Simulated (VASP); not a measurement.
The system is LiH.

```
CELL_PARAMETERS angstrom
0.00000 2.00487 2.00487
2.00487 0.00000 2.00487
2.00487 2.00487 0.00000
ATOMIC_POSITIONS crystal
Li 0.00000 0.00000 0.00000
H 0.50000 0.50000 0.50000
```

This cell differs from its parent crystal: strain +0.3%.

Program: VASP 6.6.1. Alike in all runs: task single point; potentials or basis VASP PAW PBE potentials, release 64 (Li_sv, H); no spin polarisation; cell as given; cutoff (eV) 520. Hardware: 1 thread of Intel(R) Xeon(R) Platinum 8259CL CPU @ 2.50GHz (Skylake/Cascade Lake) (shared host).

Task: Order these runs on this cell by their wall time, lowest first.
A. level PBE; k mesh 10 × 10 × 10; smearing fermi-dirac 0.02 eV
B. level r2SCAN; k mesh 10 × 10 × 10; smearing gaussian 0.01 eV
C. level PBE; k mesh 6 × 6 × 6; smearing gaussian 0.01 eV

Result: C (2.7 s), A (5.7 s), B (21 s).

Caveats: some runs use coarse meshes.
